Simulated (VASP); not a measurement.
A run of VASP 6.6.1 is set up as follows.

File POSCAR:

```
ZrO2
1.0
    3.6229599500      0.0000000000      0.0000000000
    0.0000000000      3.6229599500      0.0000000000
    0.0000000000      0.0000000000      5.2242202800
O Zr
4 2
Direct
    0.2500000000      0.2500000000      0.4540000000
    0.2500000000      0.2500000000      0.9540000000
    0.7500000000      0.7500000000      0.5460000000
    0.7500000000      0.7500000000      0.0460000000
    0.7500000000      0.2500000000      0.2500000000
    0.2500000000      0.7500000000      0.7500000000
```

File INCAR.step1:

```
SYSTEM = ZrO2
ALGO     = Normal         ! electronic algorithm
EDIFF    = 1E-5           ! SCF threshold, eV
ENCUT    = 520            ! plane-wave cutoff, eV
GGA      = PE             ! functional
GGA_COMPAT= .False.      
ISIF     = 2              ! what is computed and relaxed
ISMEAR   = -1             ! smearing method
LASPH    = .True.         ! aspherical terms in the spheres
LCHARG   = .False.        ! write CHGCAR
LREAL    = .False.        ! projectors in reciprocal space
LWAVE    = .True.         ! write WAVECAR
NBANDS   = 33             ! bands
NELM     = 120            ! most SCF steps
PREC     = Accurate       ! precision mode
SIGMA    = 0.0533         ! smearing width, eV
```

The input INCAR.step2:

```
SYSTEM = ZrO2
AEXX     = 0.25           ! exact-exchange fraction
ALGO     = Normal         ! electronic algorithm
EDIFF    = 1E-6           ! SCF threshold, eV
ENCUT    = 520            ! plane-wave cutoff, eV
GGA      = PE             ! functional
GGA_COMPAT= .False.      
ISIF     = 2              ! what is computed and relaxed
ISMEAR   = -1             ! smearing method
ISTART   = 1            
LASPH    = .True.         ! aspherical terms in the spheres
LCHARG   = .False.        ! write CHGCAR
LHFCALC  = .True.         ! exact exchange
LREAL    = .False.        ! projectors in reciprocal space
LWAVE    = .False.        ! write WAVECAR
NBANDS   = 33             ! bands
NELM     = 120            ! most SCF steps
PREC     = Accurate       ! precision mode
PRECFOCK = Normal       
SIGMA    = 0.0533         ! smearing width, eV
```

The input KPOINTS:

```
k-points
0
Gamma
  3 3 2
  0 0 0
```

Potentials or basis: VASP PAW PBE potentials, release 64 (O, Zr_sv).

Launch:

```sh
$ cat potpaw_PBE.64/O/POTCAR potpaw_PBE.64/Zr_sv/POTCAR > POTCAR
$ cp INCAR.step1 INCAR
$ mpirun -np 1 vasp_std > vasp.out
$ cp INCAR.step2 INCAR
$ mpirun -np 1 vasp_std > vasp.out
```

Predict the band gap on the k mesh.

6.37 eV (least direct gap 6.45 eV).

Predict the pressure.

-6.8 GPa.

Predict the largest force.

0.201 eV/Å.

Stress tensor (GPa, compression positive):
```
-7.12  0.00  0.00
 0.00 -7.12  0.00
 0.00  0.00 -6.02
```

Caveat: the k points lie up to 0.60 Å⁻¹ apart; the PAW data sets were made with another functional, which shifts forces and pressure a little. A k mesh can miss the band edges.
